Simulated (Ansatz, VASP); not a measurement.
## Si in VASP and in Ansatz

```
Si
1.0
    -3.22751    3.22751    1.86422
     3.22751   -3.22751    1.86422
     3.22751    3.22751   -1.86422
Si
4
Cartesian
  1.1539 1.1539 0.0000
  2.0737 2.0737 1.8642
  2.0737 -2.0737 1.8642
  -2.0737 2.0737 1.8642
```

Change from the starting cell: strain -0.030 along x and y, -0.030 along z, atoms carried along.

Alike in both runs: task single point; functional r2SCAN; k mesh 10 × 10 × 10; occupations gaussian, width 0.05 eV; no spin polarisation.

```csv
,VASP,Ansatz
version,VASP 6.6.1,Ansatz 0.2.0
potentials or method,"VASP PAW PBE potentials, release 64 (Si), cutoff 520 eV","scalar-relativistic, plane waves, PAW"
valence electrons in the cell,16,16
```

```csv
,VASP,Ansatz,Ansatz less VASP
gap on the k mesh at the Fermi level (eV),0.18,0.17,-0.018
least direct gap on the mesh (eV),0.48,0.47,-0.015
pressure (GPa),9.7,9.9,+0.25
"traceless stress, the component that is largest in VASP (GPa)",0.39,0.43,+0.040
rms of the force components (eV/Å),0.086,0.085,-0.0003
```

VASP's potentials were made for PBE, not for r2SCAN. Atom by atom the forces differ by 0.000 eV/Å (rms over components). The functional is the same, so the differences come from potentials, cutoffs and numerics.
